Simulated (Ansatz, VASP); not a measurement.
# Two plane-wave programs on C

The input INCAR:

```
ALGO     = Normal         # electronic algorithm
EDIFF    = 1E-6           # SCF threshold, eV
ENCUT    = 600            # plane-wave cutoff, eV
GGA      = PS             # functional
GGA_COMPAT= F            
ISIF     = 2              # what is computed and relaxed
ISMEAR   = 0              # smearing method
LASPH    = T              # aspherical terms in the spheres
LCHARG   = F              # write CHGCAR
LREAL    = F              # projectors in reciprocal space
LWAVE    = F              # write WAVECAR
NBANDS   = 11             # bands
NELM     = 120            # most SCF steps
PREC     = Accurate       # precision mode
SIGMA    = 0.02           # smearing width, eV
```

The input KPOINTS:

```
k-points
0
Gamma
  8 8 8
```

Contents of POSCAR:

```
C
1.0
    0.0000000000      1.7768347122      1.7768347122
    1.7768347122      0.0000000000      1.7768347122
    1.7768347122      1.7768347122      0.0000000000
C
2
Direct
    0.5000000000      0.5000000000      0.5000000000
    0.7500000000      0.7500000000      0.7500000000
```

Input for Ansatz:

```yaml
crystal:
  lattice:
    - [0.0, 1.7768347122, 1.7768347122]
    - [1.7768347122, 0.0, 1.7768347122]
    - [1.7768347122, 1.7768347122, 0.0]
  atoms:
    - { symbol: C, position: [0.5, 0.5, 0.5] }
    - { symbol: C, position: [0.75, 0.75, 0.75] }
basis:
  ecutwfc: 420
kpoints:
  mp_grid: { grid: [8, 8, 8] }
hamiltonian:
  xc: pbesol
  pseudopotentials: { kind: paw, azcp: { folder: soft_1 } }
scf:
  occupations: { method: gaussian, width: 0.02 }
output:
  forces: true
  stress: true
  eigenvalues: true
```

Alike in both runs: task single point; functional PBEsol; k mesh 8 × 8 × 8; occupations gaussian, width 0.02 eV; no spin polarisation.

```csv
,VASP,Ansatz
version,VASP 6.6.1,Ansatz 0.2.0
potentials or method,"VASP PAW PBE potentials, release 64 (C), cutoff 600 eV","scalar-relativistic, plane waves, PAW"
valence electrons in the cell,8,8
```

Ansatz gave:

* gap on the k mesh at the Fermi level (eV): 4.04
* least direct gap on the mesh (eV): 5.57
* pressure (GPa): 0.0

Which values does VASP return?

gap on the k mesh at the Fermi level (eV): 4.03; least direct gap on the mesh (eV): 5.57; pressure (GPa): 0.5.

VASP's potentials were made for PBE, not for PBEsol, and Ansatz warns of the same on its side.
